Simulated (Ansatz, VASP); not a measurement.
# Tl in VASP and in Ansatz

```xyz
1
Lattice="0.0000 2.2676 2.2676 2.2676 0.0000 2.2676 2.2676 2.2676 0.0000" Properties=species:S:1:pos:R:3 pbc="T T T"
Tl    0.0000    0.0000    0.0000
```

Alike in both runs: task relaxation of cell and atoms; functional PBEsol; k mesh 8 × 8 × 8; occupations gaussian, width 0.1 eV; no spin polarisation.

|  | VASP | Ansatz |
| --- | --- | --- |
| version | VASP 6.6.1 | Ansatz 0.2.0 |
| potentials or method | VASP PAW PBE potentials, release 64 (Tl_d), cutoff 600 eV | scalar-relativistic, plane waves, PAW |
| valence electrons in the cell | 13 | 13 |

Ansatz gave:

| Property | Result |
| --- | --- |
| gap on the k mesh at the Fermi level, each at its own relaxed structure (eV) | none |
| relaxed volume (Å³/atom) | 28.52 |
| relaxed cell length with the largest relative difference (Å) | 3.430 |

Task: Estimate VASP's values.

Result: gap on the k mesh at the Fermi level, each at its own relaxed structure (eV): none; relaxed volume (Å³/atom): 28.34; relaxed cell length with the largest relative difference (Å): 3.422.

VASP's potentials were made for PBE, not for PBEsol. A gap of «none» marks a metal or a gap that the smearing closes.

Spin-orbit coupling is off throughout. Noted on VASP's run: the volume moved by over 15 % at a fixed basis, so the end points are rough.
